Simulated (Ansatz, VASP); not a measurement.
Two plane-wave programs on Sc3Re

INCAR

```
PREC     = Accurate       # precision mode
ENCUT    = 600            # plane-wave cutoff, eV
EDIFF    = 1E-7           # SCF threshold, eV
ISMEAR   = 0              # smearing method
SIGMA    = 0.1            # smearing width, eV
LREAL    = False          # projectors in reciprocal space
LASPH    = True           # aspherical terms in the spheres
NELM     = 60             # most SCF steps
ALGO     = Normal         # electronic algorithm
ISIF     = 3              # what is computed and relaxed
LWAVE    = False          # write WAVECAR
LCHARG   = False          # write CHGCAR
GGA      = PE             # functional
IBRION   = 2              # ionic algorithm
NSW      = 90             # ionic steps
EDIFFG   = -0.04          # ionic threshold
```

Contents of KPOINTS:

```
regular mesh
0
Gamma
  6 6 6
```

POSCAR

```
Sc3Re
1.0
   -2.0102681917      2.0102681917      4.4904692075
    2.0102681917     -2.0102681917      4.4904692075
    2.0102681917      2.0102681917     -4.4904692075
Sc Re
3 1
Direct
    0.5000000000      0.5000000000      0.0000000000
    0.2500000000      0.7500000000      0.5000000000
    0.7500000000      0.2500000000      0.5000000000
    0.0000000000      0.0000000000      0.0000000000
```

Input for Ansatz:

```yaml
crystal:
  lattice:
    - [-2.0102681917, 2.0102681917, 4.4904692075]
    - [2.0102681917, -2.0102681917, 4.4904692075]
    - [2.0102681917, 2.0102681917, -4.4904692075]
  atoms:
    - { symbol: Sc, position: [0.5, 0.5, 0.0] }
    - { symbol: Sc, position: [0.25, 0.75, 0.5] }
    - { symbol: Sc, position: [0.75, 0.25, 0.5] }
    - { symbol: Re, position: [0.0, 0.0, 0.0] }
basis:
  ecutwfc: 420
kpoints:
  mp_grid: { grid: [6, 6, 6] }
hamiltonian:
  xc: pbe
scf:
  occupations: { method: gaussian, width: 0.1 }
  lower_state_search: "off"
output:
  forces: true
  stress: true
  eigenvalues: true
relax:
  adjacent_minimum: "off"
  f_tol: 0.04
  max_steps: 70
  cell: { stress_tol: 0.4 }
```

Alike in both runs: task relaxation of cell and atoms; functional PBE; k mesh 6 × 6 × 6; occupations gaussian, width 0.1 eV; no spin polarisation.

```csv
,VASP,Ansatz
version,VASP 6.6.1,Ansatz 0.2.0
potentials or method,"VASP PAW PBE potentials, release 64 (Sc_sv, Re), cutoff 600 eV","scalar-relativistic, plane waves, PAW"
valence electrons in the cell,40,48
```

|  | VASP | Ansatz | Ansatz less VASP |
| --- | --- | --- | --- |
| gap on the k mesh at the Fermi level, each at its own relaxed structure (eV) | none | none | - |
| relaxed volume (Å³/atom) | 19.61 | 19.61 | -0.002 |
| relaxed length of the cell vector where the two differ most in proportion (Å) | 4.817 | 4.798 | -0.0194 |

A gap of «none» marks a metal or a gap that the smearing closes. VASP's potentials hold 40 valence electrons a cell and Ansatz's 48, so a difference there can come from the potentials and not from the codes.

The k mesh is coarse, so the values compare programs but aren't converged. Spin-orbit coupling is off throughout.
